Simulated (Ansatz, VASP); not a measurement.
One calculation of C, two programs

```xyz
10
Lattice="0.0000 1.4231 -3.3609 -2.4650 0.0000 0.0000 0.8217 10.8047 0.7161" Properties=species:S:1:pos:R:3 pbc="T T T"
C    -3.4509    8.8235    1.0076
C    -0.9860    1.7078   -2.3534
C    -2.2185    3.8425   -2.3534
C    -0.9860    4.5541    1.0076
C    -2.2185    6.6888    1.0076
C    -2.2185    2.4193   -2.3519
C    -0.9860    3.1309    1.0090
C    -2.2185    5.2656    1.0090
C    -0.9860    7.4004    1.0090
C    -2.2185    9.5351    1.0090
```

Alike in both runs: task single point; functional PBE; dispersion D3(BJ); k mesh 7 × 11 × 3; occupations gaussian, width 0.05 eV; no spin polarisation.

|  | VASP | Ansatz |
| --- | --- | --- |
| version | VASP 6.6.1 | Ansatz 0.2.0 |
| potentials or method | VASP PAW PBE potentials, release 64 (C), cutoff 520 eV | scalar-relativistic, plane waves, PAW |
| valence electrons in the cell | 40 | 40 |

```csv
,VASP,Ansatz,Ansatz less VASP
gap on the k mesh at the Fermi level (eV),0.24,0.24,-0.001
least direct gap on the mesh (eV),0.26,0.26,0.000
pressure (GPa),-4.4,-4.8,-0.42
"traceless stress, the component that is largest in VASP (GPa)",11.19,11.19,-0.001
rms of the force components (eV/Å),1.414,1.410,-0.0044
```

Atom by atom the forces differ by 0.010 eV/Å (rms over components).
